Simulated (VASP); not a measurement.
Crystal: PbS.

```
Pb S
1.0
     0.00000    2.96575    2.96575
     2.96575    0.00000    2.96575
     2.96575    2.96575    0.00000
Pb S
1 1
Direct
  0.00000 0.00000 0.00000
  0.50000 0.50000 0.50000
```

* Program: VASP 6.6.1
* Task: relaxation of cell and atoms
* Functional: LDA
* Potentials or basis: VASP PAW LDA potentials, release 64 (Pb_d, S)
* Cutoff: 600 eV
* k mesh: 10 × 10 × 10
* Occupations: gaussian, width 0.01 eV
* Spin: no spin polarisation

At the start: pressure -2.5 GPa; volume 26.09 Å³/atom.

Q: Where does the relaxation end?

A: Over 4 steps the energy falls by 8.5 meV/atom and the volume is 25.04 Å³/atom (-4.0 %); space group Fm-3m (No. 225, to 0.1 Å) before and after.

Step by step:
```
step  energy change (eV)  largest force (eV/Å)  pressure (GPa)  volume (Å³)
   1              0.0000                0.0000           -2.49        52.17
   2             -0.0140                0.0000            1.12        49.17
   3             -0.0170                0.0000            0.05        50.04
   4             -0.0170                0.0000           -0.02        50.08
```

Final structure:
```yaml
crystal:
  lattice:
    - [0.00000, 2.92556, 2.92556]
    - [2.92556, 0.00000, 2.92556]
    - [2.92556, 2.92556, 0.00000]
  atoms:
    - { symbol: Pb, position: [0.00000, 0.00000, 0.00000] }
    - { symbol: S, position: [0.50000, 0.50000, 0.50000] }
```
